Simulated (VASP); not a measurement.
# Si2Ni: single point with LDA

Crystal: Si2Ni.

```
CELL_PARAMETERS angstrom
0.00000 2.72797 2.72797
2.72797 0.00000 2.72797
2.72797 2.72797 0.00000
ATOMIC_POSITIONS crystal
Si 0.25000 0.25000 0.25000
Si 0.75000 0.75000 0.75000
Ni 0.00000 0.00000 0.00000
```

```json
{"Program": "VASP 6.6.1", "Task": "single point", "Functional": "LDA", "Potentials or basis": "VASP PAW LDA potentials, release 64 (Si, Ni)", "Cutoff": "520 eV", "k mesh": "14 × 14 × 14", "Occupations": "gaussian, width 0.15 eV", "Spin": "collinear spin, ferromagnetic start", "Starting moments": "[0.0, 0.0, 0.375] μB", "Fixed moment": "0.375 μB", "Dipole correction": "no", "Further INCAR settings": "ALGO = Normal; EDIFF = 1e-07; NBANDS = 20"}
```

- Pressure: -8.1 GPa
- Net moment: 0.38 μB per cell
- Site moments: Si +0.05; Ni +0.19 μB
- Valence electrons inside the program's atomic spheres: Si 1.58; Ni 9.76

Run time: 100 s on 1 thread of Intel(R) Xeon(R) 6975P-C (Granite Rapids), on a shared host, peak memory 0.24 GiB.

Caveat: the total moment is fixed, so each spin has its own Fermi level.
